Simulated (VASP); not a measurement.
Input of a VASP 6.6.1 run:

INCAR

```
  PREC = Accurate
  ENCUT = 520
  EDIFF = 1E-6
  ISMEAR = 0
  SIGMA = 0.1
  LREAL = False
  LASPH = True
  NELM = 100
  ALGO = Normal
  ISIF = 2
  LWAVE = False
  LCHARG = True
  LDIPOL = True
  IDIPOL = 3
  DIPOL = 0.5 0.5 0.488
  GGA = PS
  LELF = True
  LVHAR = True
  LVACPOTAV = True
  NBANDS = 38
```

File KPOINTS:

```
regular mesh
0
Gamma
  12 12 1
```

File POSCAR:

```
W3C4
1.0
    2.8984136650      0.0000000000      0.0000000000
   -1.4492068325      2.5100998646      0.0000000000
    0.0000000000      0.0000000000     26.0690297691
C W
4 3
Direct
    0.6666666667      0.3333333333      0.3260573974
    0.6666666667      0.3333333333      0.4345237244
    0.6665221673      0.3330443345      0.5421973927
    0.6664272211      1.3328544423      0.6424011486
    0.0000000000      0.0000000000      0.3802905609
   -0.0000885538     -0.0001771076      0.4892666288
   -0.0002127323     -0.0004254646      0.6002194756
```

Potentials or basis: VASP PAW PBE potentials, release 64 (C, W_sv).

Launch:

```bash
$ cat potpaw_PBE.64/C/POTCAR potpaw_PBE.64/W_sv/POTCAR > POTCAR
$ mpirun -np 1 vasp_std > vasp.out
```

Task: Predict the band gap on the k mesh.

Result: Zero (band 29 reaches 0.28 eV, above the bottom of band 30 at -0.47 eV).

Task: What does it give for the largest force?

Result: 5.207 eV/Å.

Forces on the atoms (eV/Å):
```
C    0.000  0.000  4.417
C    0.000 -0.003  0.717
C    0.000  0.001 -0.006
C    0.000  0.002  0.123
W    0.000  0.000 -5.207
W    0.000  0.000  0.008
W    0.000  0.001 -0.051
```

Caveat: the PAW data sets were made with another functional, which shifts forces and pressure a little; spin-orbit coupling is left out, which moves the levels of the heavy elements.
